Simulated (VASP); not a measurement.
A run of VASP 6.6.1:

Contents of INCAR:

```
SYSTEM = SnO
PREC = Accurate
ENCUT = 600
EDIFF = 1E-6
ISMEAR = -1
SIGMA = 0.05
LREAL = .False.
LASPH = .True.
NELM = 80
ALGO = Normal
ISIF = 3
LWAVE = .False.
LCHARG = .False.
GGA = PS
IBRION = 2
NSW = 60
EDIFFG = -0.01
```

File KPOINTS:

```
Automatic mesh
0
Gamma
  7 7 6
  0 0 0
```

POSCAR

```
SnO
1.0
    3.8136952200      0.0000000000      0.0000000000
    0.0000000000      3.8136952200      0.0000000000
    0.0000000000      0.0000000000      4.8869133000
Sn O
2 2
Direct
    0.5000000000      0.0000000000      0.7646261400
    0.0000000000      0.5000000000      0.2353738600
    0.0000000000      0.0000000000      0.0000000000
    0.5000000000      0.5000000000      0.0000000000
```

Potentials or basis: VASP PAW PBE potentials, release 64 (Sn_d, O).

Launch:

```console
$ cat potpaw_PBE.64/Sn_d/POTCAR potpaw_PBE.64/O/POTCAR > POTCAR
$ mpirun -np 1 vasp_std > vasp.out
```

Hardware: 1 thread of Intel Xeon 8259CL (shared host).

Task: Estimate the wall time of this run.

Result: It took 9.5 min on 1 thread of Intel Xeon 8259CL, with other jobs on the host, peak memory 0.24 GiB. Counts: scf iterations 64, k points 40, ion steps 8.
